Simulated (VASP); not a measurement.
Here is a VASP 6.6.1 calculation.

The input INCAR:

```
  ALGO = Normal
  EDIFF = 1E-7
  ENCUT = 520
  GGA = PE
  ISIF = 2
  ISMEAR = 0
  LASPH = T
  LCHARG = F
  LREAL = Auto
  LWAVE = F
  NBANDS = 94
  NELECT = 160.0
  NELM = 80
  PREC = Accurate
  SIGMA = 0.02
```

KPOINTS

```
Automatic mesh
0
Gamma
  3 3 2
  0 0 0.5
```

Contents of POSCAR:

```
Ge8HS8
1.0
    0.0000000000      3.6648200360     -4.4582439870
    0.0000000000      3.6648200360      4.4582439870
   10.7854107998      0.0000000000      0.0000000000
Ge S H
8 8 1
Direct
    0.9413046936      0.2942932226      0.8692289217
    0.4967932154      0.7817347762      0.9182634935
    0.0699848098      0.7027303500      0.1244853835
    0.5201819652      0.2288037894      0.0653601437
    0.9304166950      0.7985143133      0.6228275515
    0.4523236751      0.3035289923      0.6280567450
    0.0748621549      0.2075877307      0.3648774324
    0.4895594641      0.7184316396      0.4455872001
    0.8790369221      0.3653496931      0.6466280357
    0.3655528853      0.8741423673      0.6416419484
    0.0873910618      0.6340345400      0.3504382976
    0.6350168309      0.1082742375      0.3371038032
    0.3759253088      0.3609575322      0.8523618776
    0.9046409242      0.8675162176      0.8458541051
    0.6296086072      0.6365979062      0.1239436332
    0.1132557416      0.1375955938      0.1401866863
    0.6523014310     -0.0540728745      0.2449571972
```

Potentials or basis: VASP PAW PBE potentials, release 64 (Ge_d, S, H).

Command:

```console
$ cat potpaw_PBE.64/Ge_d/POTCAR potpaw_PBE.64/S/POTCAR potpaw_PBE.64/H/POTCAR > POTCAR
$ mpirun -np 1 vasp_std > vasp.out
```

Question: What does it give for the largest force?

Answer: 0.110 eV/Å.

Forces in eV/Å, atoms in the order of the input:
```
Ge   0.002 -0.006  0.007
Ge   0.044  0.014 -0.002
Ge  -0.021 -0.014  0.007
Ge  -0.077 -0.005  0.010
Ge   0.010 -0.001  0.004
Ge  -0.011 -0.007 -0.011
Ge  -0.005  0.010 -0.017
Ge  -0.003 -0.013  0.002
S    0.001 -0.009 -0.006
S   -0.001  0.006 -0.012
S    0.014  0.013  0.001
S   -0.033 -0.024 -0.032
S    0.013 -0.006  0.003
S    0.007  0.001 -0.021
S    0.000 -0.013 -0.018
S    0.007 -0.008  0.014
H    0.052  0.062  0.074
```

Caveat: the cell carries a net charge on a neutralising background, which shifts energy and pressure.
